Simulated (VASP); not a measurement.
Input of a VASP 6.6.1 run:

The input INCAR:

```
  ALGO = Normal
  EDIFF = 1E-6
  ENCUT = 520
  GGA = CA
  ISIF = 2
  ISMEAR = 0
  LASPH = T
  LCHARG = T
  LELF = T
  LREAL = Auto
  LVHAR = T
  LWAVE = F
  NBANDS = 40
  NELM = 100
  PREC = Accurate
  SIGMA = 0.15
```

Contents of KPOINTS:

```
k-points
0
Gamma
  3 3 3
```

The input POSCAR:

```
Li
1.0
    6.9800000000      0.0000000000      0.0000000000
    0.0000000000      6.9800000000      0.0000000000
    0.0000000000      0.0000000000      6.9800000000
Li
17
Direct
    0.0383481375     -0.0688391117     -0.0945401146
    0.5223233524      0.0025269341      0.0000378223
    0.0054938395      0.5110140401      0.0081972779
    0.0154399713      0.0062607450      0.5049391117
    0.2661021490      0.2463190544      0.2383067335
    0.5243497135      0.4990203438      0.0177316619
    0.5003299427      0.0010146132      0.5076455587
    0.6962356734      0.3216077364      0.3492865330
    0.0256620344      0.5086899713      0.5008696275
    0.2469613181      0.7771355301      0.2335796562
    0.2605810888      0.2588399713      0.7642283668
    0.4530624642      0.5357229226      0.4944461318
    0.7593531519      0.7570561605      0.2577630372
    0.7546302292      0.2635988539      0.7500985673
    0.2960661891      0.7286759312      0.7624240688
    0.7434997135      0.7284361032      0.7268290831
   -0.1094634670      0.1407510029      0.1324676218
```

Potentials or basis: VASP PAW LDA potentials, release 64 (Li_sv).

Run with:

```bash
$ cat potpaw_LDA.64/Li_sv/POTCAR > POTCAR
$ mpirun -np 1 vasp_std > vasp.out
```

Problem. What does it give for the largest force?

Solution. 0.017 eV/Å.

Problem. Estimate the band gap on the k mesh.

Solution. Zero (an odd number of electrons rules out a gap without spin polarisation).

Forces in eV/Å, atoms in the order of the input:
```
Li  -0.003 -0.003 -0.014
Li   0.000  0.001 -0.001
Li  -0.007  0.001 -0.002
Li   0.003 -0.004 -0.005
Li   0.000 -0.004  0.003
Li   0.003 -0.007  0.003
Li  -0.003 -0.008  0.001
Li  -0.002  0.005  0.010
Li  -0.003  0.004 -0.004
Li  -0.007  0.007 -0.009
Li   0.005  0.001 -0.007
Li  -0.007 -0.001 -0.011
Li   0.004  0.009 -0.003
Li   0.008 -0.006  0.009
Li   0.012 -0.002  0.008
Li   0.000 -0.001  0.005
Li  -0.003  0.006  0.016
```
